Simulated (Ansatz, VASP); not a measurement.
## TaS2: VASP beside Ansatz

```
CELL_PARAMETERS angstrom
3.38286 0.00000 0.00000
-1.69143 2.92964 0.00000
0.00000 0.00000 6.16798
ATOMIC_POSITIONS crystal
Ta 0.00000 0.00000 0.00000
S 0.66667 0.33333 0.75428
S 0.33333 0.66667 0.24572
```

Alike in both runs: task single point; functional LDA; k mesh 6 × 6 × 4; occupations gaussian, width 0.1 eV; collinear spin.

```csv
,VASP,Ansatz
version,VASP 6.6.1,Ansatz 0.2.0
potentials or method,"VASP PAW LDA potentials, release 64 (Ta_pv, S), cutoff 500 eV","scalar-relativistic, plane waves, PAW"
valence electrons in the cell,23,25
```

```csv
,VASP,Ansatz,Ansatz less VASP
gap on the k mesh at the Fermi level (eV),none,none,-
pressure (GPa),-5.1,-5.3,-0.23
"traceless stress, the component that is largest in VASP (GPa)",0.70,0.65,-0.043
rms of the force components (eV/Å),0.126,0.145,+0.0192
net moment per atom (μB),0.00,0.00,0.000
```

LDA's correlation is that of Perdew and Zunger in VASP and of Perdew and Wang (1992) in Ansatz. Atom by atom the forces differ by 0.019 eV/Å (rms over components). A gap of «none» marks a metal or a gap that the smearing closes. VASP's potentials hold 23 valence electrons a cell and Ansatz's 25, so a difference there can come from the potentials and not from the codes. Ansatz's warnings: seeded moment not kept.

Neither program's run includes spin-orbit coupling.
